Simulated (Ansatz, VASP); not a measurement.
# One calculation of Au, two programs

```
CELL_PARAMETERS angstrom
-1.73617 1.73617 1.46576
1.73617 -1.73617 1.46576
1.73617 1.73617 -1.46576
ATOMIC_POSITIONS crystal
Au 0.00000 0.00000 0.00000
```

Alike in both runs: functional r2SCAN; k mesh 18 × 18 × 18; occupations gaussian, width 0.1 eV; no spin polarisation.

Ansatz relaxed the structure, and its values are those at the end. VASP's run is a single point on that final structure, the one shown.

|  | VASP | Ansatz |
| --- | --- | --- |
| version | VASP 6.6.1 | Ansatz 0.2.0 |
| potentials or method | VASP PAW PBE potentials, release 64 (Au), cutoff 520 eV | scalar-relativistic, plane waves, PAW |
| valence electrons in the cell | 11 | 19 |

VASP gave:

| Property | Result |
| --- | --- |
| gap on the k mesh at the Fermi level (eV) | none |
| pressure (GPa) | 0.3 |

Problem. What did Ansatz give for the same quantities?

Solution. gap on the k mesh at the Fermi level (eV): none; pressure (GPa): 0.0.

VASP's potentials were made for PBE, not for r2SCAN. A gap of «none» marks a metal or a gap that the smearing closes. VASP's potentials hold 11 valence electrons a cell and Ansatz's 19, so a difference there can come from the potentials and not from the codes.

Spin-orbit coupling is off throughout.
